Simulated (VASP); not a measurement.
# K2Nb3S6 (P1) in VASP: notebook, part 2 of 2

VASP 6.6.1. The steps go on from the part before.

## Step 3: Single point, PBE

Contents of INCAR:

```
SYSTEM = K2Nb3S6
PREC     = Accurate       ! precision mode
ENCUT    = 520            ! plane-wave cutoff, eV
EDIFF    = 1E-7           ! SCF threshold, eV
ISMEAR   = -1             ! smearing method
SIGMA    = 0.05           ! smearing width, eV
LREAL    = Auto         
LASPH    = .True.         ! aspherical terms in the spheres
NELM     = 60             ! most SCF steps
ALGO     = Normal         ! electronic algorithm
ISIF     = 2              ! what is computed and relaxed
LWAVE    = .False.        ! write WAVECAR
LCHARG   = .False.        ! write CHGCAR
GGA      = PE             ! functional
NBANDS   = 110            ! bands
```

Contents of KPOINTS:

```
Automatic mesh
0
Gamma
  1 2 2
  0 0 0
```

Contents of POSCAR:

```
K2Nb3S6
1.0
   15.9327860000      0.0000000000      0.0000000000
    0.0000000000      5.1921440000      2.9975690000
    0.0000000000     -5.1921440000      2.9975690000
K Nb S
4 6 12
Direct
    0.5091702104      0.0509451613      0.3034420104
    0.5029817133      0.3690703135     -0.0338653524
   -0.0057491515      0.3031719155      0.6968050659
   -0.0024979938      0.6804339141      0.3569066776
    0.2518454713      0.3189296822      0.6426495174
    0.2522722642      0.0049165478      0.0019890481
    0.2520714205      0.6962946692      0.3293364339
    0.7443331003      0.3233300944      0.6798494821
    0.7464733412      0.0016230147     -0.0054260964
    0.7466176976      0.6713153643      0.3467095752
    0.1560179117      0.3406249910      0.3161071810
    0.1563003482      1.0236123211      0.6552481155
    0.1502185493      0.6735282655      0.9871174110
    0.8466315935      0.3546930081      0.3661911484
    0.8403991618      0.9832628152      0.6592348221
    0.8440080724      0.6787469802      1.0333403813
    0.3474847400      0.3305058057      0.3044086867
    0.3491165952      1.0051372018      0.6382945257
    0.3462671249      0.6789836028      0.9844643445
    0.6502189887      0.3340923461      0.3382524773
    0.6473130311      0.9980079777      0.6907938480
    0.6562631294      0.6771659527      1.0105349810
```

Potentials or basis: VASP PAW PBE potentials, release 64 (K_sv, Nb_sv, S).

Launch:

```sh
$ cat potpaw_PBE.64/K_sv/POTCAR potpaw_PBE.64/Nb_sv/POTCAR potpaw_PBE.64/S/POTCAR > POTCAR
$ mpirun -np 1 vasp_std > vasp.out
```

OUTCAR:

```text
SYSTEM = K2Nb3S6
   PREC = Accurate
   ENCUT = 520
   EDIFF = 1E-7
   ISMEAR = -1
   LREAL = Auto
   LASPH = .True.
   NELM = 60
   ISIF = 2
   GGA = PE

 ion  position               nearest neighbor table
   1  0.509  0.051  0.303-  20 2.76  17 3.07  22 3.11   2 3.41   2 3.44   2 3.54
   2  0.503  0.369  0.966-  22 2.99  21 3.05  19 3.08  18 3.22  17 3.28   1 3.41   1 3.44   1 3.54

   3  0.994  0.303  0.697-  12 3.02  15 3.05  14 3.19  13 3.20  16 3.21   4 3.24   4 3.44   4 3.73

   4  0.998  0.680  0.357-  15 3.09  14 3.12  16 3.12  11 3.18  12 3.19   3 3.24  13 3.28   3 3.44
                             3 3.73
   5  0.252  0.319  0.643-  12 2.36  18 2.43  11 2.54  17 2.57  19 2.59  13 2.65
   6  0.252  0.005  0.002-  17 2.42  19 2.42  11 2.48  13 2.53  12 2.63  18 2.67
[... 669 lines left out ...]
  external PRESSURE =      -8.9936539 kB  Pullay stress =       0.0000000 kB

 VOLUME and BASIS-vectors are now :
 -----------------------------------------------------------------------------
  energy-cutoff  :      520.00
  volume of cell :      495.95
      direct lattice vectors                 reciprocal lattice vectors
    15.932786000  0.000000000  0.000000000     0.062763662  0.000000000  0.000000000
     0.000000000  5.192144000  2.997569000     0.000000000  0.096299332  0.166801832
     0.000000000 -5.192144000  2.997569000     0.000000000 -0.096299332  0.166801832

 POSITION                                       TOTAL-FORCE (eV/Angst)
 -----------------------------------------------------------------------------------
      8.11250     -1.31100      1.06230        -0.655629     -0.605785     -0.368562
      8.01390     -3.10004      4.00237        -0.285478     -0.170571      0.063981
     15.84119     -2.04380      2.99750         0.042179      0.404019      0.239217
     15.89299      1.67980      3.10950         0.249032     -0.124756     -0.155472
      4.01260     -1.68080      2.88240         0.110700      1.837426      1.427974
      4.01940      0.01520      0.02070        -0.801607      1.509392     -0.862343
[... 14 lines left out ...]
     10.31350      1.59510      5.06230        -0.341583      0.775472     -0.747117
     10.45610      3.46124      2.06143        -0.679148     -0.028515     -0.176219
 -----------------------------------------------------------------------------------
    total drift:                                0.000607     -0.002832      0.007992

  FREE ENERGIE OF THE ION-ELECTRON SYSTEM (eV)
  ---------------------------------------------------
  free  energy   TOTEN  =      -141.2960190114 eV

  energy  without entropy=     -141.2519193467  energy(sigma->0) =     -141.27396918
```

stdout:

```text
POSCAR found type information on POSCAR K NbS
 POSCAR found :  3 types and      22 ions
 scaLAPACK will be used
 LDA part: xc-table for (Slater+PW92), standard interpolation
 POSCAR, INCAR and KPOINTS ok, starting setup
 FFT: planning ... GRIDC
 FFT: planning ... GRID_SOFT
 FFT: planning ... GRID
 WAVECAR not read
 entering main loop
```

It took 8.9 min on 1 thread of Intel Xeon Platinum 8488C (Sapphire Rapids), shared host; peak memory 0.64 GiB.

What came out:

```yaml
Free_energy: -141.2960 eV
Pressure: -0.9 GPa
Largest_force: 2.330 eV/Å
Band_gap_on_the_k_mesh: zero (bands 93 and 94 overlap by 0.61 eV)
```

Forces on the atoms (eV/Å):
```
K   -0.656 -0.606 -0.369
K   -0.285 -0.171  0.064
K    0.042  0.404  0.239
K    0.249 -0.125 -0.155
Nb   0.111  1.837  1.428
Nb  -0.802  1.509 -0.862
Nb  -0.529 -0.411 -1.636
Nb   0.685  0.640  0.543
Nb   1.045 -1.184  1.460
Nb  -0.515 -0.450 -0.504
S   -0.105 -0.083  0.418
S   -0.397 -1.444 -0.329
S    0.567 -0.078 -0.119
S   -0.706 -0.116 -0.824
S    0.466  0.039  0.946
S   -0.062  0.649 -0.890
S    0.263  0.149  0.994
S    0.621 -1.011  0.598
S    0.298 -0.461 -0.444
S    0.731  0.165  0.366
S   -0.342  0.775 -0.747
S   -0.679 -0.029 -0.176
```

Stress tensor (GPa, compression positive):
```
 0.71  0.26  0.61
 0.26 -1.89  0.80
 0.61  0.80 -1.52
```

Levels at points of the mesh, in eV from the Fermi level:
| k point | band 92 | band 93 | band 94 | band 95 | band 96 | band 97 |
| --- | --- | --- | --- | --- | --- | --- |
| (0.00, 0.00, 0.00) | 0.13 | 0.26 | 0.62 | 1.22 | 1.29 | 1.37 |
| (0.00, 0.50, 0.00) | -0.44 | -0.43 | -0.35 | 1.45 | 1.65 | 1.87 |
| (0.00, 0.00, 0.50) | -0.58 | -0.49 | -0.14 | 1.38 | 1.62 | 1.74 |
| (0.00, 0.50, 0.50) | -0.61 | -0.54 | -0.16 | 1.44 | 1.66 | 1.79 |

Caveat: the k points lie up to 0.61 Å⁻¹ apart, too coarse for converged energies and pressures of a metal; forces of over 1 eV/Å act on the atoms, so gaps and moduli don't describe the material at rest.

## Step 4: Single point, PBE

Contents of INCAR:

```
SYSTEM = K2Nb3S6
PREC = Accurate ; ENCUT = 520
EDIFF = 1E-6 ; ISMEAR = -1
SIGMA = 0.05 ; LREAL = Auto
LASPH = .TRUE. ; NELM = 60
ALGO = Normal ; ISIF = 2
LWAVE = .FALSE. ; LCHARG = .FALSE.
GGA = PE ; NBANDS = 110
```

Contents of KPOINTS:

```
regular mesh
0
G
  1 2 2
  0 0 0
```

Contents of POSCAR:

```
K2Nb3S6
1.0
   15.9327860000      0.0000000000      0.0000000000
    0.0000000000      5.1921440000      2.9975690000
    0.0000000000     -5.1921440000      2.9975690000
K Nb S
4 6 12
Direct
    0.4919855197      0.0109180995      0.2810184665
    0.4751711345      0.3450297153     -0.0360460022
   -0.0103560043      0.4166810038      0.6754373094
   -0.0095338003      0.7388357100      0.3421402408
    0.2470126693      0.3905405669      0.6749895344
    0.2410124632      0.0623185623      0.0107406400
    0.2445021229      0.6983555147      0.3216710468
    0.7501073572      0.3179177015      0.6405589841
    0.7459963374      0.0039977438     -0.0205778458
    0.7523103618      0.6935986226      0.3091139088
    0.1468669698      0.3726757262      0.3451726369
    0.1516558372      1.0522167556      0.6861252142
    0.1448083217      0.7096855780      0.9981983773
    0.8431858684      0.3582794801      0.2885780234
    0.8501087004      1.0052071778      0.6400593699
    0.8425582318      0.6950771815      0.9829158855
    0.3438632766      0.3711338277      0.3334037493
    0.3380764670      1.0279626896      0.6686121015
    0.3408631736      0.6893025564      0.9791828062
    0.6529554844      0.3693533666      0.3046594752
    0.6546689324      1.0058807731      0.6371506300
    0.6519073312      0.6552264055      0.9811996451
```

Launch:

```sh
$ cat potpaw_PBE.64/K_sv/POTCAR potpaw_PBE.64/Nb_sv/POTCAR potpaw_PBE.64/S/POTCAR > POTCAR
$ mpirun -np 1 vasp_std > vasp.out
```

Run time: 9.8 min. Hardware: 1 thread of Intel Xeon Platinum 8488C (Sapphire Rapids), shared host; peak memory 0.64 GiB.

It converged, with:

```
Free energy            : -141.0901 eV
Pressure               : -0.8 GPa
Largest force          : 2.503 eV/Å
Band gap on the k mesh : zero (bands 93 and 94 overlap by 0.67 eV)
```

Forces on the atoms (eV/Å):
```
K    0.330 -0.145  0.153
K    0.813 -0.002  0.119
K    0.248 -0.125 -0.314
K    0.694 -0.001 -0.382
Nb  -0.915 -1.108 -1.534
Nb   0.920 -1.414 -0.913
Nb  -0.141 -0.337  0.403
Nb   0.000  2.391  0.739
Nb  -0.050  0.768  0.346
Nb  -0.717 -0.445 -0.001
S   -0.061  0.659  0.327
S   -0.786  0.938 -0.673
S    0.458  0.213  0.374
S    0.355 -1.321 -0.174
S   -0.566 -0.479  0.828
S    0.425 -0.142 -0.767
S   -0.342  0.187  0.381
S    0.100  0.711 -0.281
S    0.148  0.432  1.734
S   -0.045 -1.237 -0.304
S   -0.711 -0.512  0.082
S   -0.157  0.969 -0.141
```

Stress tensor (GPa, compression positive):
```
 1.02 -0.75  0.56
-0.75 -2.15 -0.12
 0.56 -0.12 -1.24
```

Levels at points of the mesh, in eV from the Fermi level:
```
           k point  band 91  band 92  band 93  band 94  band 95  band 96  band 97  band 98
(0.00, 0.00, 0.00)     0.09     0.11     0.25     0.56     1.25     1.26     1.33     1.38
(0.00, 0.50, 0.00)    -0.57    -0.52    -0.45    -0.42     1.51     1.62     1.79     1.83
(0.00, 0.00, 0.50)    -0.61    -0.58    -0.48    -0.08     1.45     1.61     1.80     1.89
(0.00, 0.50, 0.50)    -0.62    -0.48    -0.41    -0.38     1.40     1.46     1.83     1.86
```

Caveat: the k points lie up to 0.61 Å⁻¹ apart, too coarse for converged energies and pressures of a metal; forces of over 1 eV/Å act on the atoms, so gaps and moduli don't describe the material at rest.

## Step 5: Overview

```csv
cell,gap on the mesh (eV),pressure (GPa),largest force (eV/Å)
"as given, atomic positions A",none,-1.8,2.34
"as given, atomic positions B",none,-0.9,2.33
"as given, atomic positions C",none,-0.8,2.50
```

Alike in all rows: task single point; level PBE; potentials or basis VASP PAW PBE potentials, release 64 (K_sv, Nb_sv, S); no spin polarisation; k mesh 1 × 2 × 2; cutoff (eV) 520; smearing fermi-dirac 0.05 eV.

Caveats: all runs use coarse meshes; forces of over 1 eV/Å act on the atoms, so gaps and moduli don't describe the material at rest.

Total energies depend on the potentials used, so only differences within one code and one set of settings carry meaning.
